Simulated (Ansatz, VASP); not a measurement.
MgO: VASP beside Ansatz

File INCAR:

```
SYSTEM = MgO
  PREC = Accurate
  ENCUT = 600
  EDIFF = 1E-7
  ISMEAR = -1
  SIGMA = 0.05
  LREAL = .FALSE.
  LASPH = .TRUE.
  NELM = 100
  ALGO = Normal
  ISIF = 3
  LWAVE = .FALSE.
  LCHARG = .FALSE.
  GGA = B5
  ALDAX = 1.0
  AGGAX = 1.0
  AGGAC = 1.0
  ALDAC = 0.0
  IBRION = 2
  NSW = 60
  EDIFFG = -0.01
```

File KPOINTS:

```
Automatic mesh
0
G
  11 11 11
  0 0 0
```

File POSCAR:

```
MgO
1.0
    0.0000000000      2.0970013927      2.0970013927
    2.0970013927      0.0000000000      2.0970013927
    2.0970013927      2.0970013927      0.0000000000
Mg O
1 1
Direct
    0.0000000000      0.0000000000      0.0000000000
    0.5000000000      0.5000000000      0.5000000000
```

Contents of input.yaml:

```yaml
crystal:
  lattice:
    - [0.0, 2.0970013927, 2.0970013927]
    - [2.0970013927, 0.0, 2.0970013927]
    - [2.0970013927, 2.0970013927, 0.0]
  atoms:
    - { symbol: Mg, position: [0.0, 0.0, 0.0] }
    - { symbol: O, position: [0.5, 0.5, 0.5] }
hamiltonian:
  xc: blyp
  pseudopotentials: { kind: paw }
kpoints:
  mp_grid: { grid: [11, 11, 11] }
scf:
  occupations: { method: fermi_dirac, width: 0.05 }
output:
  forces: true
  stress: true
  write_density: true
  write_potential: true
  elf: true
  volumetric_format: npy
relax:
  f_tol: 0.01
  max_steps: 40
  cell: { stress_tol: 0.05 }
```

Alike in both runs: task relaxation of cell and atoms; functional BLYP; k mesh 11 × 11 × 11; occupations fermi-dirac, width 0.05 eV; no spin polarisation.

|  | VASP | Ansatz |
| --- | --- | --- |
| version | VASP 6.6.1 | Ansatz 0.2.0 |
| potentials or method | VASP PAW PBE potentials, release 64 (Mg, O) | Ansatz PAW |
| plane-wave cutoff (eV) | 600 | 420 |
| valence electrons in the cell | 8 | 16 |

Ansatz gave:

| Property | Result |
| --- | --- |
| gap on the k mesh at the Fermi level, each at its own relaxed structure (eV) | 4.61 |
| relaxed volume (Å³/atom) | 9.75 |
| relaxed cell length with the largest relative difference (Å) | 3.021 |

Task: Which values does VASP return?

Result: gap on the k mesh at the Fermi level, each at its own relaxed structure (eV): 4.64; relaxed volume (Å³/atom): 9.71; relaxed cell length with the largest relative difference (Å): 3.017.

VASP's potentials were made for PBE, not for BLYP. VASP's potentials hold 8 valence electrons a cell and Ansatz's 16, so a difference there can come from the potentials and not from the codes.

Noted on Ansatz's run: odd divisions of the mesh miss points on the zone boundary, where band edges often lie, so the gap on the mesh can be too wide; the plane-wave basis is chosen anew once the cell has moved, so the energies of steps on either side of that aren't comparable.
